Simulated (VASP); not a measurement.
A run of VASP 6.6.1:

POSCAR

```
SiGe
1.0
    4.0236304221      0.0000000000      0.0000000000
   -2.0118152110      3.4845661610      0.0000000000
    0.0000000000      0.0000000000      6.4061394587
Ge Si
2 2
Direct
    0.3333333333      0.6666666667     -0.0016269157
    0.6666666667      0.3333333333      0.4983730843
    0.3333333333      0.6666666667      0.3766269157
    0.6666666667      0.3333333333      0.8766269157
```

Contents of INCAR.step1:

```
PREC = Accurate
ENCUT = 520
ISMEAR = -1
SIGMA = 0.02
LREAL = False
LASPH = True
NELM = 80
NBANDS = 26
GGA = PE
ALGO = Normal
EDIFF = 1E-4
LWAVE = True
LCHARG = False
```

The input INCAR.step2:

```
PREC = Accurate
ENCUT = 520
EDIFF = 1E-7
ISMEAR = -1
SIGMA = 0.02
LREAL = False
LASPH = True
NELM = 80
ALGO = Normal
ISIF = 2
LWAVE = False
LCHARG = True
METAGGA = R2SCAN
LMIXTAU = True
LELF = True
LVHAR = True
NBANDS = 26
ISTART = 1
```

KPOINTS

```
regular mesh
0
Gamma
  12 12 4
```

Potentials or basis: VASP PAW PBE potentials, release 64 (Ge_d, Si).

Command:

```bash
$ cat potpaw_PBE.64/Ge_d/POTCAR potpaw_PBE.64/Si/POTCAR > POTCAR
$ cp INCAR.step1 INCAR
$ mpirun -np 1 vasp_std > vasp.out
$ cp INCAR.step2 INCAR
$ mpirun -np 1 vasp_std > vasp.out
```

Hardware: 1 thread of Intel(R) Xeon(R) 6975P-C (Granite Rapids), with other jobs on the host.

Q: Estimate the wall time of this run.

A: Wall time 4.3 min on 1 thread of Intel(R) Xeon(R) 6975P-C (Granite Rapids), on a shared host, peak memory 0.28 GiB. Counts: k points 57.
